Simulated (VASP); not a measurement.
Sn: single point with PBE

Crystal: Sn.

```xyz
1
Lattice="-1.6913 1.7393 2.2906 1.6913 -1.7393 2.2906 1.6913 1.7393 -2.2906" Properties=species:S:1:pos:R:3 pbc="T T T"
Sn    0.0000    0.0000    0.0000
```

```
Program                : VASP 6.6.1
Task                   : single point
Functional             : PBE
Potentials or basis    : VASP PAW PBE potentials, release 64 (Sn_d)
Cutoff                 : 520 eV
k mesh                 : 11 × 11 × 11
Occupations            : methfessel-paxton, width 0.1 eV
Spin                   : collinear spin
Starting moments       : [0.36] μB
Dipole correction      : no
Further INCAR settings : ALGO = Fast; EDIFF = 1e-06; NBANDS = 17
```

```
Pressure                                              : 2.0 GPa
Band gap on the k mesh                                : zero (filled and empty bands overlap)
Net moment                                            : 0.00 μB per cell
Valence electrons inside the program's atomic spheres : Sn 12.16
```

Stress tensor (GPa, compression positive):
```
2.87 0.00 0.00
0.00 0.85 0.00
0.00 0.00 2.43
```

Levels at points of the mesh, in eV from the Fermi level:
Spin up:
```tsv
k point	band 4	band 5	band 6	band 7	band 8	band 9	band 10	band 11
(0.00, 0.00, 0.00)	-21.50	-21.46	-11.19	7.53	7.68	8.14	10.71	11.50
```
Spin down:
| k point | band 4 | band 5 | band 6 | band 7 | band 8 | band 9 | band 10 | band 11 |
| --- | --- | --- | --- | --- | --- | --- | --- | --- |
| (0.00, 0.00, 0.00) | -21.50 | -21.46 | -11.19 | 7.53 | 7.68 | 8.14 | 10.71 | 11.50 |

Run time: 4.3 min on 1 thread of Intel Xeon 8259CL, with other jobs on the host, peak memory 0.28 GiB.

Caveat: spin-orbit coupling is left out, which moves the levels of the heavy elements.
